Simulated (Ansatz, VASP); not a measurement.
## One calculation of TaSi5B2, two programs

```
Ta Si B
1.0
     4.42103    0.00000    0.00000
    -2.21052    3.82873    0.00000
     0.00000    0.00000    8.05172
Ta Si B
1 5 2
Direct
  0.00000 0.00000 0.00000
  0.50000 0.00000 0.50000
  0.00000 0.50000 0.50000
  0.50000 0.50000 0.50000
  0.00000 0.00000 0.31981
  0.00000 0.00000 0.68019
  0.33333 0.66667 0.00000
  0.66667 0.33333 0.00000
```

Alike in both runs: functional PBE; k mesh 5 × 5 × 2; occupations gaussian, width 0.2 eV; no spin polarisation.

Ansatz relaxed the structure, and its values are those at the end. VASP's run is a single point on that final structure, the one shown.

|  | VASP | Ansatz |
| --- | --- | --- |
| version | VASP 6.6.1 | Ansatz 0.2.0 |
| potentials or method | VASP PAW PBE potentials, release 64 (Ta_pv, Si, B), cutoff 500 eV | scalar-relativistic, plane waves, PAW |
| valence electrons in the cell | 37 | 39 |

VASP gave:

```
gap on the k mesh at the Fermi level (eV) : none
pressure (GPa)                            : 0.2
rms of the force components (eV/Å)        : 0.007
```

Q: What did Ansatz give for the same quantities?

A: gap on the k mesh at the Fermi level (eV): none; pressure (GPa): 0.3; rms of the force components (eV/Å): 0.010.

A gap of «none» marks a metal or a gap that the smearing closes. With one functional, cell and mesh, what is left measures potentials, basis and numerics. VASP's potentials hold 37 valence electrons a cell and Ansatz's 39, so a difference there can come from the potentials and not from the codes.

The k mesh is coarse, so the values compare programs but aren't converged. Neither program's run includes spin-orbit coupling.
